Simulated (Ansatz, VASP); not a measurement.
Two plane-wave programs on As

```
As
1.0
     2.67247    0.00000    0.00000
     0.00000    2.67247    0.00000
     0.00000    0.00000    2.67247
As
1
Direct
  0.00000 0.00000 0.00000
```

Alike in both runs: functional LDA; k mesh 15 × 15 × 15; occupations fermi-dirac, width 0.08 eV; no spin polarisation.

Ansatz relaxed the structure, and its values are those at the end. VASP's run is a single point on that final structure, the one shown.

|  | VASP | Ansatz |
| --- | --- | --- |
| version | VASP 6.6.1 | Ansatz 0.2.0 |
| potentials or method | VASP PAW LDA potentials, release 64 (As) | PAW with Ansatz's default frozen-core files, scalar-relativistic |
| plane-wave cutoff (eV) | 500 | 420 |
| valence electrons in the cell | 5 | 15 |

Ansatz gave:

* gap on the k mesh at the Fermi level (eV): none
* pressure (GPa): 0.0

**Question.** Estimate VASP's values.

**Answer.** gap on the k mesh at the Fermi level (eV): none; pressure (GPa): 0.4.

LDA's correlation is that of Perdew and Zunger in VASP and of Perdew and Wang (1992) in Ansatz. A gap of «none» marks a metal or a gap that the smearing closes. VASP's potentials hold 5 valence electrons a cell and Ansatz's 15, so a difference there can come from the potentials and not from the codes.
